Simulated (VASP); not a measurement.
Here is a VASP 6.6.1 calculation.

The input INCAR:

```
SYSTEM = Al2Cu
PREC = Accurate
ENCUT = 520
EDIFF = 1E-7
ISMEAR = 0
SIGMA = 0.15
LREAL = .False.
LASPH = .True.
NELM = 100
ALGO = Fast
ISIF = 2
LWAVE = .False.
LCHARG = .False.
GGA = PS
NBANDS = 26
```

The input KPOINTS:

```
Automatic mesh
0
Gamma
  10 10 10
  0 0 0
```

The input POSCAR:

```
Al2Cu
1.0
   -3.0864000000      3.0864000000      2.5345000000
    3.0864000000     -3.0864000000      2.5345000000
    3.0864000000      3.0864000000     -2.5345000000
Al Cu
4 2
Direct
    0.1593210787      0.6593210787      0.8186421574
    0.6593210787      0.8406789213      0.5000000000
    0.8406789213      0.3406789213      0.1813578426
    0.3406789213      0.1593210787      0.5000000000
    0.7500000000      0.7500000000      0.0000000000
    0.2500000000      0.2500000000      0.0000000000
```

Potentials or basis: VASP PAW PBE potentials, release 64 (Al, Cu).

Launch:

```bash
$ cat potpaw_PBE.64/Al/POTCAR potpaw_PBE.64/Cu/POTCAR > POTCAR
$ mpirun -np 1 vasp_std > vasp.out
```

**Question.** Estimate the pressure.

**Answer.** -9.0 GPa.

**Question.** What does it give for the largest force?

**Answer.** 0.097 eV/Å.

Forces on the atoms (eV/Å):
```
Al   0.069  0.069  0.000
Al  -0.069  0.069  0.000
Al  -0.069 -0.069  0.000
Al   0.069 -0.069  0.000
Cu   0.000  0.000  0.000
Cu   0.000  0.000  0.000
```

Caveat: the cell stands under tension; the PAW data sets were made with another functional, which shifts forces and pressure a little.
